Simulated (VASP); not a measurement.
# GaN (Fm-3m) in VASP: a series of runs

GaN is run at these levels: PBE; tasks: single point.

Everything below comes from runs of VASP 6.6.1. Logs are shortened: lines on timing, memory, paths and dates and some standing lists are left out, and cuts for length are marked.

### 1 The cell of the first run

The structure is cubic, space group Fm-3m (No. 225). The conventional cell has a = 4.270 Å, b = 4.270 Å, c = 4.270 Å, α = 90.00°, β = 90.00°, γ = 90.00°. Ga (site symmetry m-3m) has 6 N at 2.14 Å within 2.8 Å. N (site symmetry m-3m) has 6 Ga at 2.14 Å within 2.8 Å.

### 2 Single point, PBE

INCAR

```
SYSTEM = GaN
  PREC = Accurate
  ENCUT = 520
  EDIFF = 1E-6
  ISMEAR = 0
  SIGMA = 0.022
  LREAL = .False.
  LASPH = .True.
  NELM = 100
  ALGO = Normal
  ISIF = 2
  LWAVE = .False.
  LCHARG = .True.
  GGA = PE
  LELF = .True.
  LVHAR = .True.
  NBANDS = 16
```

KPOINTS

```
regular mesh
0
Gamma
  11 11 11
  0 0 0
```

POSCAR

```
GaN
1.0
    0.0000000000      2.1352350000      2.1352350000
    2.1352350000      0.0000000000      2.1352350000
    2.1352350000      2.1352350000      0.0000000000
Ga N
1 1
Direct
    0.0000000000      0.0000000000      0.0000000000
    0.5000000000      0.5000000000      0.5000000000
```

Potentials or basis: VASP PAW PBE potentials, release 64 (Ga_d, N).

Run with:

```
$ cat potpaw_PBE.64/Ga_d/POTCAR potpaw_PBE.64/N/POTCAR > POTCAR
$ mpirun -np 1 vasp_std > vasp.out
```

OUTCAR:

```text
SYSTEM = GaN
   PREC = Accurate
   ENCUT = 520
   EDIFF = 1E-6
   ISMEAR = 0
   LREAL = .False.
   LASPH = .True.
   NELM = 100
   ISIF = 2
   GGA = PE

 ion  position               nearest neighbor table
   1  0.000  0.000  0.000-   2 2.14   2 2.14   2 2.14   2 2.14   2 2.14   2 2.14
   2  0.500  0.500  0.500-   1 2.14   1 2.14   1 2.14   1 2.14   1 2.14   1 2.14

  LATTYP: Found a face centered cubic cell.
 ALAT       =     4.2704700000

  Lattice vectors:

 A1 = (   0.0000000000,   2.1352350000,   2.1352350000)
 A2 = (   2.1352350000,   0.0000000000,   2.1352350000)
 A3 = (   2.1352350000,   2.1352350000,   0.0000000000)

Analysis of symmetry for initial positions (statically):
=====================================================================
 Subroutine PRICEL returns:
 Original cell was already a primitive cell.

 Routine SETGRP: Setting up the symmetry group for a
 face centered cubic supercell.

 Subroutine GETGRP returns: Found 48 space group operations
 (whereof 48 operations were pure point group operations)
 out of a pool of 48 trial point group operations.

The static configuration has the point symmetry O_h .

Analysis of symmetry for dynamics (positions and initial velocities):
=====================================================================
 Subroutine PRICEL returns:
 Original cell was already a primitive cell.

 Routine SETGRP: Setting up the symmetry group for a
 face centered cubic supercell.

 Subroutine GETGRP returns: Found 48 space group operations
 (whereof 48 operations were pure point group operations)
 out of a pool of 48 trial point group operations.

The dynamic configuration has the point symmetry O_h .

 Subroutine INISYM returns: Found 48 space group operations
 (whereof 48 operations are pure point group operations),
 and found     1 'primitive' translations

----------------------------------------------------------------------------------------

                                     Primitive cell

  volume of cell :      19.4700

  direct lattice vectors                    reciprocal lattice vectors
     0.000000000  2.135235000  2.135235000    -0.234166263  0.234166263  0.234166263
     2.135235000  0.000000000  2.135235000     0.234166263 -0.234166263  0.234166263
     2.135235000  2.135235000  0.000000000     0.234166263  0.234166263 -0.234166263

  length of vectors
     3.019678296  3.019678296  3.019678296     0.405587864  0.405587864  0.405587864

  position of ions in fractional coordinates (direct lattice)
     0.000000000  0.000000000  0.000000000
     0.500000000  0.500000000  0.500000000

  ion indices of the primitive-cell ions
   primitive index   ion index
                 1           1
                 2           2

----------------------------------------------------------------------------------------

 KPOINTS: regular mesh

Automatic generation of k-mesh.
 Grid dimensions read from file:
 generate k-points for:   11   11   11

 Generating k-lattice:

  Cartesian coordinates                     Fractional coordinates (reciprocal lattice)
    -0.021287842  0.021287842  0.021287842     0.090909091  0.000000000  0.000000000
     0.021287842 -0.021287842  0.021287842     0.000000000  0.090909091  0.000000000
     0.021287842  0.021287842 -0.021287842     0.000000000  0.000000000  0.090909091

  Length of vectors
     0.036871624  0.036871624  0.036871624

  Shift w.r.t. Gamma in fractional coordinates (k-lattice)
     0.000000000  0.000000000  0.000000000

 Subroutine IBZKPT returns following result:
 ===========================================

 Found     56 irreducible k-points:

 Following reciprocal coordinates:
            Coordinates               Weight
  0.000000  0.000000  0.000000      1.000000
  0.090909  0.000000  0.000000      8.000000
  0.181818  0.000000  0.000000      8.000000
  0.272727  0.000000  0.000000      8.000000
  0.363636  0.000000  0.000000      8.000000
  0.454545  0.000000  0.000000      8.000000
[... 16 lines left out ...]
 -0.272727  0.181818  0.000000     24.000000
 -0.181818  0.181818  0.000000     12.000000
 [... further k-points ...]
   k-points           NKPTS =     56   k-points in BZ     NKDIM =     56   number of bands    NBANDS=     16
   number of dos      NEDOS =    301   number of ions     NIONS =      2
   total plane-waves  NPLWV =  13824
   dimension x,y,z NGX =    24 NGY =   24 NGZ =   24
   dimension x,y,z NGXF=    48 NGYF=   48 NGZF=   48
   ions per type =               1   1
   NGX,Y,Z   is equivalent  to a cutoff of  13.21, 13.21, 13.21 a.u.
   NGXF,Y,Z  is equivalent  to a cutoff of  26.43, 26.43, 26.43 a.u.
 SYSTEM =  GaN
   PREC   = accura    normal or accurate (medium, high low for compatibility)
   ISTART =      0    job   : 0-new  1-cont  2-samecut
   ICHARG =      2    charge: 1-file 2-atom 10-const
   ISPIN  =      1    spin polarized calculation?
   LNONCOLLINEAR =      F non collinear calculations
   LSORBIT =      F    spin-orbit coupling
   LASPH  =      T    aspherical Exc in radial PAW
   ENCUT  =  520.0 eV  38.22 Ry    6.18 a.u.   5.61  5.61  5.61*2*pi/ulx,y,z
   NELM   =    100;   NELMIN=  2; NELMDL= -5     # of ELM steps
   EDIFF  = 0.1E-05   stopping-criterion for ELM
   LREAL  =      F    real-space projection
   EDIFFG = 0.1E-04   stopping-criterion for IOM
   NSW    =      0    number of steps for IOM
   IBRION =     -1    ionic relax: 0-MD 1-quasi-New 2-CG
   NFREE  =      0    steps in history (QN), initial steepest desc. (CG)
   ISIF   =      2    stress and relaxation
   ISYM   =      2    0-nonsym 1-usesym 2-fastsym
   POTIM  = 0.5000    time-step for ionic-motion
   TEBEG  =    0.0;   TEEND  =   0.0 temperature during run
   PSTRESS=    0.0 pullay stress
   NELECT =      18.0000    total number of electrons
   NUPDOWN=      -1.0000    fix difference up-down
   EMIN   =  10.00;   EMAX   =-10.00  energy-range for DOS
   EFERMI =   0.00;   METHOD = LEGACY
   ISMEAR =     0;   SIGMA  =   0.02  broadening in eV -4-tet -1-fermi 0-gaus
   EFERMI_NEDOS =   21; number of points for ismear=-14 and -15
   IALGO  =     38    algorithm
   IMIX   =      4    mixing-type and parameters
     AMIX     =   0.40;   BMIX     =  1.00
     AMIX_MAG =   1.60;   BMIX_MAG =  1.00
  volume/ion in A,a.u.               =       9.74        65.70
  Fermi-wavevector in a.u.,A,eV,Ry     =   1.594814  3.013761 34.605481  2.543431
  Thomas-Fermi vector in A             =   2.692830
   LORBIT       =      0    0 simple, 1 ext, 2 COOP (PROOUT), +10 PAW based schemes
   GGA     = PE    functional components
   LHFCALC =     F    Hartree Fock is set to
   AEXX    =    0.0000 exact exchange contribution
   IVDW    =     0    specifies the selected vdW correction
   LEPSILON=     F    determine dielectric tensor
   LRPA    =     F    only Hartree local field effects (RPA)
 non-spin polarized calculation
 Gauss-broadening in eV      SIGMA  =   0.02
  energy-cutoff  :      520.00
  volume of cell :       19.47
 maximum number of plane-waves:       534
   NGX = 11   NGY = 11   NGZ = 11

 number of electron      18.0000005 magnetization

 Free energy of the ion-electron system (eV)
  ---------------------------------------------------
  ext. energy  EPLUGINS =         0.00000000
  ---------------------------------------------------
  free energy    TOTEN  =       -11.20667834 eV

  energy without entropy =      -11.20667834  energy(sigma->0) =      -11.20667834

 E-fermi :   7.7292     XC(G=0): -12.9044

 val. band max:        7.5262506820   @ k =  -0.1818   0.1818   0.0000
 cond. band min:       8.0668747439   @ k =   0.4545   0.4545   0.0000
 fundamental gap:      0.5406240618
 Fermi energy:         7.7291513386

 k-point     1 :       0.0000    0.0000    0.0000
  band No.  band energies     occupation
      1      -9.4812      2.00000
      2      -6.4857      2.00000
      3      -6.4857      2.00000
      4      -6.4857      2.00000
      5      -6.3986      2.00000
      6      -6.3986      2.00000
[... 8 lines left out ...]
     15      22.8978      0.00000
     16      22.8978      0.00000

 k-point     2 :       0.0909    0.0000    0.0000
  band No.  band energies     occupation
      1      -9.3253      2.00000
      2      -6.4912      2.00000
      3      -6.4778      2.00000
      4      -6.4778      2.00000
      5      -6.4084      2.00000
      6      -6.4084      2.00000
[... 8 lines left out ...]
     15      23.1276      0.00000
     16      23.1276      0.00000

 k-point     3 :       0.1818    0.0000    0.0000
  band No.  band energies     occupation
      1      -8.8710      2.00000
      2      -6.5055      2.00000
      3      -6.4886      2.00000
      4      -6.4886      2.00000
      5      -6.4022      2.00000
      6      -6.4022      2.00000
[... 8 lines left out ...]
     15      24.0334      0.00000
     16      24.0334      0.00000

 k-point     4 :       0.2727    0.0000    0.0000
  band No.  band energies     occupation
      1      -8.1684      2.00000
      2      -6.5391      2.00000
      3      -6.5391      2.00000
      4      -6.5228      2.00000
      5      -6.3570      2.00000
      6      -6.3570      2.00000
[... 8 lines left out ...]
     15      25.5251      0.00000
     16      25.5251      0.00000
[... 324 lines left out ...]
 k-point    22 :      -0.3636    0.1818    0.0000
  band No.  band energies     occupation
      1      -7.3534      2.00000
      2      -6.5817      2.00000
      3      -6.5672      2.00000
      4      -6.4380      2.00000
      5      -6.3075      2.00000
      6      -5.4361      2.00000
[... 8 lines left out ...]
     15      27.2385      0.00000
     16      27.7317      0.00000

 k-point    23 :      -0.2727    0.1818    0.0000
  band No.  band energies     occupation
      1      -7.5637      2.00000
      2      -6.5636      2.00000
      3      -6.5604      2.00000
      4      -6.4895      2.00000
      5      -6.3567      2.00000
      6      -5.9106      2.00000
[... 8 lines left out ...]
     15      26.1483      0.00000
     16      28.3357      0.00000

 k-point    24 :      -0.1818    0.1818    0.0000
  band No.  band energies     occupation
      1      -8.0461      2.00000
      2      -6.5366      2.00000
      3      -6.5343      2.00000
      4      -6.5177      2.00000
      5      -6.4020      2.00000
      6      -6.1911      2.00000
[... 8 lines left out ...]
     15      25.4450      0.00000
     16      27.6276      0.00000

 [... further k-points ...]
[... 5 lines left out ...]
  --------------------------------------------------------------------------------------
  -------------------------------------------------------------------------------------
  Total        0.0514840      0.0514840      0.0514840      0.0000000     -0.0000000      0.0000000
  in kB        4.2365840      4.2365840      4.2365840      0.0000000     -0.0000000      0.0000000
  external PRESSURE =       4.2365840 kB  Pullay stress =       0.0000000 kB

 VOLUME and BASIS-vectors are now :
 -----------------------------------------------------------------------------
  energy-cutoff  :      520.00
  volume of cell :       19.47
      direct lattice vectors                 reciprocal lattice vectors
     0.000000000  2.135235000  2.135235000    -0.234166263  0.234166263  0.234166263
     2.135235000  0.000000000  2.135235000     0.234166263 -0.234166263  0.234166263
     2.135235000  2.135235000  0.000000000     0.234166263  0.234166263 -0.234166263

 POSITION                                       TOTAL-FORCE (eV/Angst)
 -----------------------------------------------------------------------------------
      0.00000      0.00000      0.00000        -0.000000      0.000000     -0.000000
      2.13524      2.13524      2.13524         0.000000      0.000000      0.000000
 -----------------------------------------------------------------------------------
    total drift:                                0.000000     -0.000000     -0.000000

  FREE ENERGIE OF THE ION-ELECTRON SYSTEM (eV)
  ---------------------------------------------------
  free  energy   TOTEN  =       -11.2066783416 eV

  energy  without entropy=      -11.2066783416  energy(sigma->0) =      -11.20667834
```

It took 12 s on 1 thread of Intel Xeon Platinum 8259CL at 2.50GHz (Skylake/Cascade Lake), shared host; peak memory 0.15 GiB.

Results:

```yaml
Free_energy: -11.2067 eV
Pressure: 0.4 GPa
Band_gap_on_the_k_mesh: 0.54 eV, indirect (least direct gap 2.37 eV)
```

A k mesh can miss the band edges. As with any semilocal functional, this PBE gap is likely too small.

(Continued in part 2 of 2.)
